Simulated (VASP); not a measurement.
Crystal: LaRh3C.

```
La Rh C
1.0
     4.26694    0.00000    0.00000
     0.00000    4.26694    0.00000
     0.00000    0.00000    4.26694
La Rh C
1 3 1
Cartesian
  2.1335 2.1335 2.1335
  2.1335 0.0000 0.0000
  0.0000 2.1335 0.0000
  0.0000 0.0000 2.1335
  0.0000 0.0000 0.0000
```

```yaml
Program: VASP 6.6.1
Task: relaxation of cell and atoms
Functional: BLYP
Dispersion: D3(BJ)
Potentials_or_basis: VASP PAW PBE potentials, release 64 (La, Rh_pv, C)
Cutoff: 600 eV
k_mesh: 5 × 5 × 5
Occupations: fermi-dirac, width 0.15 eV
Spin: no spin polarisation
```

At the start: pressure -4.3 GPa; volume 15.54 Å³/atom.

Task: Where does the relaxation end?

Result: Over 3 steps the energy falls by 5.1 meV/atom and the volume is 15.17 Å³/atom (-2.4 %); space group Pm-3m (No. 221, to 0.1 Å) before and after.

Step by step:
```
step  energy change (eV)  largest force (eV/Å)  pressure (GPa)  volume (Å³)
   1              0.0000                0.0000           -4.28        77.69
   2              0.0350                0.0000            7.40        73.11
   3             -0.0254                0.0000           -0.05        75.84
```

Final structure:
```xyz
5
Lattice="4.2329 0.0000 0.0000 0.0000 4.2329 0.0000 0.0000 0.0000 4.2329" Properties=species:S:1:pos:R:3 pbc="T T T"
La    2.1165    2.1165    2.1165
Rh    2.1165    0.0000    0.0000
Rh    0.0000    2.1165    0.0000
Rh    0.0000    0.0000    2.1165
C     0.0000    0.0000    0.0000
```

Caveat: the dispersion term is far too large for a dense solid, which distorts pressure and volume; the PAW data sets were made with another functional, which shifts forces and pressure a little.
